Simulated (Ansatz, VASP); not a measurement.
**SrTl: VASP beside Ansatz**

File INCAR:

```
PREC = Accurate
ENCUT = 520
EDIFF = 1E-6
ISMEAR = -1
SIGMA = 0.05
LREAL = False
LASPH = True
NELM = 80
ALGO = Normal
ISIF = 2
LWAVE = False
LCHARG = False
GGA = CA
NBANDS = 18
```

File KPOINTS:

```
regular mesh
0
Gamma
  8 8 8
```

POSCAR

```
SrTl
1.0
    3.9496911903      0.0000000000      0.0000000000
    0.0000000000      3.9496911903      0.0000000000
    0.0000000000      0.0000000000      3.9496911903
Sr Tl
1 1
Direct
    0.0000000000      0.0000000000      0.0000000000
    0.5000000000      0.5000000000      0.5000000000
```

Input for Ansatz:

```yaml
crystal:
  lattice:
    - [3.9496911903, 0.0, 0.0]
    - [0.0, 3.9496911903, 0.0]
    - [0.0, 0.0, 3.9496911903]
  atoms:
    - { symbol: Sr, position: [0.0, 0.0, 0.0] }
    - { symbol: Tl, position: [0.5, 0.5, 0.5] }
kpoints:
  mp_grid: { grid: [8, 8, 8] }
  band_path:
    path:
      - [0.0, 0.0, 0.0]
      - [0.0, 0.5, 0.0]
      - [0.5, 0.5, 0.0]
      - [0.0, 0.0, 0.0]
      - [0.5, 0.5, 0.5]
      - [0.0, 0.5, 0.0]
      - [0.5, 0.5, 0.5]
      - [0.5, 0.5, 0.0]
    npoints: 5
scf:
  occupations: { method: fermi_dirac, width: 0.05 }
hamiltonian:
  xc: lda
  pseudopotentials: { kind: all_electron, lapw: { basis_error: 0.0005 } }
output:
  forces: true
  stress: true
  eigenvalues: true
```

Change from the starting cell: volume scaled by 0.94.

Alike in both runs: task single point; functional LDA; k mesh 8 × 8 × 8; occupations fermi-dirac, width 0.05 eV; no spin polarisation.

|  | VASP | Ansatz |
| --- | --- | --- |
| version | VASP 6.6.1 | Ansatz 0.2.0 |
| potentials or method | VASP PAW LDA potentials, release 64 (Sr_sv, Tl_d), cutoff 520 eV | all-electron LAPW, scalar-relativistic |

VASP gave:

```
pressure (GPa) : 0.2
```

Q: Which values does Ansatz return?

A: Pressure (GPa): 0.0.

LDA's correlation is that of Perdew and Zunger in VASP and of Perdew and Wang (1992) in Ansatz. Ansatz ran all-electron here, and VASP with PAW potentials.

Neither program's run includes spin-orbit coupling.
